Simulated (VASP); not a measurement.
# TiAl (Cmmm) in VASP: notebook

The runs below take TiAl through single point, with LDA.

Everything below comes from runs of VASP 6.6.1. Logs are shortened: lines on timing, memory, paths and dates and some standing lists are left out, and cuts for length are marked.

## 1. The cell of the first run

The structure is orthorhombic, space group Cmmm (No. 65). Conventional cell: a = 4.428 Å, b = 4.563 Å, c = 3.179 Å, α = 90.00°, β = 90.00°, γ = 90.00°. Within 3.6 Å of Ti (site symmetry mmm) lie 8 Al at 2.73 to 2.78 Å and 6 Ti at 3.18 Å. Within 3.6 Å of Al (site symmetry mmm) lie 8 Ti at 2.73 to 2.78 Å and 6 Al at 3.18 Å.

## 2. Single point, LDA (strain -0.0300 x Voigt [0, 0, 0, 0, 0, 1])

The input, INCAR:

```
PREC = Accurate
ENCUT = 520
EDIFF = 1E-6
ISMEAR = 0
SIGMA = 0.15
LREAL = False
LASPH = True
NELM = 60
ALGO = Fast
ISIF = 2
LWAVE = False
LCHARG = True
GGA = CA
LELF = True
LVHAR = True
NBANDS = 14
```

The input, KPOINTS:

```
regular mesh
0
Gamma
  16 16 16
```

The input, POSCAR:

```
TiAl
1.0
    3.1790640000     -0.0476859600      0.0000000000
   -0.0476859600      3.1790640000      0.0000000000
    0.0000000000      0.0000000000      3.1790640000
Ti Al
1 1
Direct
    0.0000000000      0.0000000000      0.0000000000
    0.5000000000      0.5000000000      0.5000000000
```

Potentials or basis: VASP PAW LDA potentials, release 64 (Ti_sv, Al).

Command:

```sh
cat potpaw_LDA.64/Ti_sv/POTCAR potpaw_LDA.64/Al/POTCAR > POTCAR
mpirun -np 1 vasp_std > vasp.out
```

OUTCAR:

```text
PREC = Accurate
   ENCUT = 520
   EDIFF = 1E-6
   ISMEAR = 0
   LREAL = False
   LASPH = True
   NELM = 60
   ISIF = 2
   GGA = CA

 ion  position               nearest neighbor table
   1  0.000  0.000  0.000-   2 2.73   2 2.73   2 2.73   2 2.73   2 2.78   2 2.78   2 2.78   2 2.78

   2  0.500  0.500  0.500-   1 2.73   1 2.73   1 2.73   1 2.73   1 2.78   1 2.78   1 2.78   1 2.78

  LATTYP: Found a base centered orthorhombic cell.
 ALAT       =     4.4284372931
 B/A-ratio  =     1.0304568528
 C/A-ratio  =     0.7178749048

  Lattice vectors:

 A1 = (   3.1790640000,  -0.0476859600,   0.0000000000)
 A2 = (  -0.0476859600,   3.1790640000,   0.0000000000)
 A3 = (   0.0000000000,   0.0000000000,   3.1790640000)

Analysis of symmetry for initial positions (statically):
=====================================================================
 Subroutine PRICEL returns:
 Original cell was already a primitive cell.

 Routine SETGRP: Setting up the symmetry group for a
 base centered orthorhombic supercell.

 Subroutine GETGRP returns: Found  8 space group operations
 (whereof  8 operations were pure point group operations)
 out of a pool of  8 trial point group operations.

The static configuration has the point symmetry D_2h.

Analysis of symmetry for dynamics (positions and initial velocities):
=====================================================================
 Subroutine PRICEL returns:
 Original cell was already a primitive cell.

 Routine SETGRP: Setting up the symmetry group for a
 base centered orthorhombic supercell.

 Subroutine GETGRP returns: Found  8 space group operations
 (whereof  8 operations were pure point group operations)
 out of a pool of  8 trial point group operations.

The dynamic configuration has the point symmetry D_2h.

 Subroutine INISYM returns: Found  8 space group operations
 (whereof  8 operations are pure point group operations),
 and found     1 'primitive' translations

----------------------------------------------------------------------------------------

                                     Primitive cell

  volume of cell :      32.1218

  direct lattice vectors                    reciprocal lattice vectors
     3.179064000 -0.047685960  0.000000000     0.314628787  0.004719432  0.000000000
    -0.047685960  3.179064000  0.000000000     0.004719432  0.314628787  0.000000000
     0.000000000  0.000000000  3.179064000     0.000000000  0.000000000  0.314557996

  length of vectors
     3.179421625  3.179421625  3.179064000     0.314664181  0.314664181  0.314557996

  position of ions in fractional coordinates (direct lattice)
     0.000000000  0.000000000  0.000000000
     0.500000000  0.500000000  0.500000000

  ion indices of the primitive-cell ions
   primitive index   ion index
                 1           1
                 2           2

----------------------------------------------------------------------------------------

 KPOINTS: regular mesh

Automatic generation of k-mesh.
 Grid dimensions read from file:
 generate k-points for:   16   16   16

 Generating k-lattice:

  Cartesian coordinates                     Fractional coordinates (reciprocal lattice)
     0.019664299  0.000294964  0.000000000     0.062500000 -0.000000000  0.000000000
     0.000294964  0.019664299  0.000000000    -0.000000000  0.062500000  0.000000000
     0.000000000  0.000000000  0.019659875     0.000000000  0.000000000  0.062500000

  Length of vectors
     0.019666511  0.019666511  0.019659875

  Shift w.r.t. Gamma in fractional coordinates (k-lattice)
     0.000000000  0.000000000  0.000000000

 Subroutine IBZKPT returns following result:
 ===========================================

 Found    657 irreducible k-points:

 Following reciprocal coordinates:
            Coordinates               Weight
  0.000000  0.000000  0.000000      1.000000
  0.062500  0.000000  0.000000      4.000000
  0.125000  0.000000  0.000000      4.000000
  0.187500  0.000000  0.000000      4.000000
  0.250000  0.000000  0.000000      4.000000
  0.312500  0.000000  0.000000      4.000000
[... 16 lines left out ...]
 -0.125000  0.062500  0.000000      4.000000
 -0.062500  0.062500  0.000000      2.000000
 [... further k-points ...]
   k-points           NKPTS =    657   k-points in BZ     NKDIM =    657   number of bands    NBANDS=     14
   number of dos      NEDOS =    301   number of ions     NIONS =      2
   total plane-waves  NPLWV =  13824
   dimension x,y,z NGX =    24 NGY =   24 NGZ =   24
   dimension x,y,z NGXF=    48 NGYF=   48 NGZF=   48
   ions per type =               1   1
   NGX,Y,Z   is equivalent  to a cutoff of  12.55, 12.55, 12.55 a.u.
   NGXF,Y,Z  is equivalent  to a cutoff of  25.10, 25.10, 25.10 a.u.
 SYSTEM =  unknown system
   PREC   = accura    normal or accurate (medium, high low for compatibility)
   ISTART =      0    job   : 0-new  1-cont  2-samecut
   ICHARG =      2    charge: 1-file 2-atom 10-const
   ISPIN  =      1    spin polarized calculation?
   LNONCOLLINEAR =      F non collinear calculations
   LSORBIT =      F    spin-orbit coupling
   LASPH  =      T    aspherical Exc in radial PAW
   ENCUT  =  520.0 eV  38.22 Ry    6.18 a.u.   5.91  5.91  5.91*2*pi/ulx,y,z
   NELM   =     60;   NELMIN=  2; NELMDL= -5     # of ELM steps
   EDIFF  = 0.1E-05   stopping-criterion for ELM
   LREAL  =      F    real-space projection
   EDIFFG = 0.1E-04   stopping-criterion for IOM
   NSW    =      0    number of steps for IOM
   IBRION =     -1    ionic relax: 0-MD 1-quasi-New 2-CG
   NFREE  =      0    steps in history (QN), initial steepest desc. (CG)
   ISIF   =      2    stress and relaxation
   ISYM   =      2    0-nonsym 1-usesym 2-fastsym
   POTIM  = 0.5000    time-step for ionic-motion
   TEBEG  =    0.0;   TEEND  =   0.0 temperature during run
   PSTRESS=    0.0 pullay stress
   NELECT =      15.0000    total number of electrons
   NUPDOWN=      -1.0000    fix difference up-down
   EMIN   =  10.00;   EMAX   =-10.00  energy-range for DOS
   EFERMI =   0.00;   METHOD = LEGACY
   ISMEAR =     0;   SIGMA  =   0.15  broadening in eV -4-tet -1-fermi 0-gaus
   EFERMI_NEDOS =   21; number of points for ismear=-14 and -15
   IALGO  =     68    algorithm
   IMIX   =      4    mixing-type and parameters
     AMIX     =   0.40;   BMIX     =  1.00
     AMIX_MAG =   1.60;   BMIX_MAG =  1.00
  volume/ion in A,a.u.               =      16.06       108.38
  Fermi-wavevector in a.u.,A,eV,Ry     =   1.270102  2.400145 21.948357  1.613159
  Thomas-Fermi vector in A             =   2.403107
   LORBIT       =      0    0 simple, 1 ext, 2 COOP (PROOUT), +10 PAW based schemes
   GGA     = CA    functional components
   LHFCALC =     F    Hartree Fock is set to
   AEXX    =    0.0000 exact exchange contribution
   IVDW    =     0    specifies the selected vdW correction
   LEPSILON=     F    determine dielectric tensor
   LRPA    =     F    only Hartree local field effects (RPA)
 non-spin polarized calculation
 RMM-DIIS sequential band-by-band and
 Gauss-broadening in eV      SIGMA  =   0.15
  energy-cutoff  :      520.00
  volume of cell :       32.12
 maximum number of plane-waves:       894
   NGX = 11   NGY = 11   NGZ = 11

 number of electron      14.9999991 magnetization

 Free energy of the ion-electron system (eV)
  ---------------------------------------------------
  ext. energy  EPLUGINS =         0.00000000
  ---------------------------------------------------
  free energy    TOTEN  =       -13.27656920 eV

  energy without entropy =      -13.24685244  energy(sigma->0) =      -13.26171082

 E-fermi :   8.5172     XC(G=0): -11.3157

 val. band max:        8.5171127766   @ k =  -0.3125   0.1250   0.3125
 cond. band min:       8.5178244092   @ k =   0.5000   0.2500   0.1875
 fundamental gap:      0.0007116327
 Fermi energy:         8.5171562345

 k-point     1 :       0.0000    0.0000    0.0000
  band No.  band energies     occupation
      1     -47.6681      2.00000
      2     -24.2651      2.00000
      3     -24.2526      2.00000
      4     -24.2418      2.00000
      5      -0.6690      2.00000
      6       7.1091      2.00000
      7       7.1152      2.00000
      8      10.2168      0.00000
      9      10.2636      0.00000
     10      10.3288      0.00000
     11      12.9001      0.00000
     12      12.9436      0.00000
     13      13.0034      0.00000
     14      17.4391      0.00000

 k-point     2 :       0.0625    0.0000    0.0000
  band No.  band energies     occupation
      1     -47.6675      2.00000
      2     -24.2687      2.00000
      3     -24.2520      2.00000
      4     -24.2444      2.00000
      5      -0.6065      2.00000
      6       7.0847      2.00000
      7       7.1384      2.00000
      8      10.1405      0.00000
      9      10.1553      0.00000
     10      10.3030      0.00000
     11      12.6695      0.00000
     12      13.0987      0.00000
     13      13.1144      0.00000
     14      17.3567      0.00000

 k-point     3 :       0.1250    0.0000    0.0000
  band No.  band energies     occupation
      1     -47.6657      2.00000
      2     -24.2837      2.00000
      3     -24.2503      2.00000
      4     -24.2471      2.00000
      5      -0.4207      2.00000
      6       6.9697      2.00000
      7       7.2189      2.00000
      8       9.8893      0.00000
      9       9.8920      0.00000
     10      10.3096      0.00000
     11      12.0936      0.00000
     12      13.5031      0.00000
     13      13.5120      0.00000
     14      17.1148      0.00000

 k-point     4 :       0.1875    0.0000    0.0000
  band No.  band energies     occupation
      1     -47.6632      2.00000
      2     -24.3106      2.00000
      3     -24.2478      2.00000
      4     -24.2466      2.00000
      5      -0.1154      2.00000
      6       6.6959      2.00000
      7       7.3447      2.00000
      8       9.5716      0.00000
      9       9.5742      0.00000
     10      10.3383      0.00000
     11      11.5655      0.00000
     12      14.0599      0.00000
     13      14.0641      0.00000
     14      16.7517      0.00000

 k-point     5 :       0.2500    0.0000    0.0000
  band No.  band energies     occupation
      1     -47.6602      2.00000
      2     -24.3437      2.00000
      3     -24.2448      2.00000
      4     -24.2445      2.00000
      5       0.3025      2.00000
      6       6.2039      2.00000
      7       7.5023      2.00000
      8       9.2620      0.00000
      9       9.2665      0.00000
     10      10.3753      0.00000
     11      11.2768      0.00000
[... 276 lines left out ...]
 k-point    22 :      -0.1875    0.0625    0.0000
  band No.  band energies     occupation
      1     -47.6626      2.00000
      2     -24.3095      2.00000
      3     -24.2533      2.00000
      4     -24.2472      2.00000
      5      -0.0680      2.00000
      6       6.7459      2.00000
      7       7.3383      2.00000
      8       9.4159      0.00000
      9       9.5955      0.00000
     10      10.2534      0.00000
     11      11.6884      0.00000
     12      13.8112      0.00000
     13      14.1523      0.00000
     14      16.9400      0.00000

 k-point    23 :      -0.1250    0.0625    0.0000
  band No.  band energies     occupation
      1     -47.6652      2.00000
      2     -24.2833      2.00000
      3     -24.2534      2.00000
      4     -24.2497      2.00000
      5      -0.3678      2.00000
      6       7.0077      2.00000
      7       7.2088      2.00000
      8       9.7331      0.00000
      9       9.9132      0.00000
     10      10.2113      0.00000
     11      12.2350      0.00000
     12      13.2859      0.00000
     13      13.6172      0.00000
     14      17.2750      0.00000

 k-point    24 :      -0.0625    0.0625    0.0000
  band No.  band energies     occupation
      1     -47.6669      2.00000
      2     -24.2707      2.00000
      3     -24.2514      2.00000
      4     -24.2484      2.00000
      5      -0.5486      2.00000
      6       7.1002      2.00000
      7       7.1345      2.00000
      8      10.0194      0.00000
      9      10.1746      0.00000
     10      10.1782      0.00000
     11      12.7326      0.00000
     12      12.9682      0.00000
     13      13.2362      0.00000
     14      17.4426      0.00000

 [... further k-points ...]

------------------------ aborting loop because EDIFF is reached ----------------------------------------

  FORCE on cell =-STRESS in cart. coord.  units (eV):
  Direction    XX          YY          ZZ          XY          YZ          ZX
  --------------------------------------------------------------------------------------
  -------------------------------------------------------------------------------------
  Total       -1.1291891     -1.1291891     -1.1016106      0.3788043      0.0000000      0.0000000
  in kB      -56.3218858    -56.3218858    -54.9463203     18.8940665      0.0000000      0.0000000
  external PRESSURE =     -55.8633640 kB  Pullay stress =       0.0000000 kB

 VOLUME and BASIS-vectors are now :
 -----------------------------------------------------------------------------
  energy-cutoff  :      520.00
  volume of cell :       32.12
      direct lattice vectors                 reciprocal lattice vectors
     3.179064000 -0.047685960  0.000000000     0.314628787  0.004719432  0.000000000
    -0.047685960  3.179064000  0.000000000     0.004719432  0.314628787  0.000000000
     0.000000000  0.000000000  3.179064000     0.000000000  0.000000000  0.314557996

 POSITION                                       TOTAL-FORCE (eV/Angst)
 -----------------------------------------------------------------------------------
      0.00000      0.00000      0.00000         0.000000      0.000000      0.000000
      1.56569      1.56569      1.58953        -0.000000      0.000000      0.000000
 -----------------------------------------------------------------------------------
    total drift:                                0.000000      0.000000      0.000000

  FREE ENERGIE OF THE ION-ELECTRON SYSTEM (eV)
  ---------------------------------------------------
  free  energy   TOTEN  =       -13.2765692015 eV

  energy  without entropy=      -13.2468524417  energy(sigma->0) =      -13.26171082
```

Run time: 3.9 min. Hardware: 1 thread of AMD EPYC 9R45 (Zen 5), shared host; peak memory 0.36 GiB.

What came out:

```yaml
Free_energy: -13.2766 eV
Pressure: -5.6 GPa
Band_gap_on_the_k_mesh: zero (an odd number of electrons rules out a gap without spin polarisation)
```

Stress tensor (GPa, compression positive):
```
-5.63  1.89  0.00
 1.89 -5.63  0.00
 0.00  0.00 -5.49
```

Levels at points of the mesh, in eV from the Fermi level:
```tsv
k point	band 5	band 6	band 7	band 8	band 9	band 10
(0.00, 0.00, 0.00)	-9.19	-1.41	-1.40	1.70	1.75	1.81
(0.50, 0.00, 0.00)	-5.96	-5.11	-0.55	0.11	0.13	1.96
(0.50, 0.50, 0.00)	-5.00	-2.17	-1.82	-1.43	0.66	0.68
(0.00, 0.00, 0.50)	-5.96	-5.11	-0.53	0.01	0.22	1.95
(0.50, 0.00, 0.50)	-5.00	-2.00	-2.00	-1.43	0.67	0.67
(0.50, 0.50, 0.50)	-3.12	-3.07	-3.01	0.56	2.81	2.81
```

Caveat: the cell differs from its parent crystal (strain -0.0300 x Voigt [0, 0, 0, 0, 0, 1]); the cell stands under tension.

[end of part 1 of 2]
